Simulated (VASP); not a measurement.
Write the native input for VASP 6.6.1 that does the following.

```yaml
Task: single point
Functional: r2SCAN
Potentials_or_basis: VASP PAW PBE potentials, release 64 (Pb_d, S)
Cutoff: 520 eV
k_mesh: 4 × 4 × 4
Occupations: gaussian, width 0.01 eV
Spin: no spin polarisation
Dipole_correction: no
Further_INCAR_settings: ALGO = Normal; EDIFF = 1e-07; NBANDS = 17
```

Crystal: PbS.

```xyz
2
Lattice="2.1005 1.2127 3.4302 -2.1005 1.2127 3.4302 0.0000 -2.4255 3.4302" Properties=species:S:1:pos:R:3 pbc="T T T"
Pb    0.0000    0.0000   10.0657
S     0.0000    0.0000    4.9133
```

These files were run (other wordings do the same):

POSCAR

```
PbS
1.0
    2.1005109999      1.2127305912      3.4301896765
   -2.1005109999      1.2127305912      3.4301896765
    0.0000000000     -2.4254611824      3.4301896765
Pb S
1 1
Direct
    0.9781436749      0.9781436749      0.9781436749
    0.4774576551      0.4774576551      0.4774576551
```

INCAR.step1

```
PREC = Accurate
ENCUT = 520
ISMEAR = 0
SIGMA = 0.01
LREAL = False
LASPH = True
NELM = 80
NBANDS = 17
GGA = PE
ALGO = Normal
EDIFF = 1E-4
LWAVE = True
LCHARG = False
```

INCAR.step2

```
PREC = Accurate
ENCUT = 520
EDIFF = 1E-7
ISMEAR = 0
SIGMA = 0.01
LREAL = False
LASPH = True
NELM = 80
ALGO = Normal
ISIF = 2
LWAVE = False
LCHARG = True
METAGGA = R2SCAN
LMIXTAU = True
LELF = True
LVHAR = True
NBANDS = 17
ISTART = 1
```

KPOINTS

```
Automatic mesh
0
Gamma
  4 4 4
```

Potentials or basis: VASP PAW PBE potentials, release 64 (Pb_d, S).

Run with:

```console
$ cat potpaw_PBE.64/Pb_d/POTCAR potpaw_PBE.64/S/POTCAR > POTCAR
$ cp INCAR.step1 INCAR
$ mpirun -np 1 vasp_std > vasp.out
$ cp INCAR.step2 INCAR
$ mpirun -np 1 vasp_std > vasp.out
```

Results of the run:

The pressure is 1.1 GPa and the band gap on the k mesh is 0.64 eV, direct.

Caveat: the k points lie up to 0.46 Å⁻¹ apart; the PAW data sets were made with another functional, which shifts forces and pressure a little; spin-orbit coupling is left out, which moves the levels of the heavy elements.

It took 39 s on 1 thread of Intel(R) Xeon(R) Platinum 8375C CPU @ 2.90GHz (Ice Lake) (shared host), peak memory 0.18 GiB.
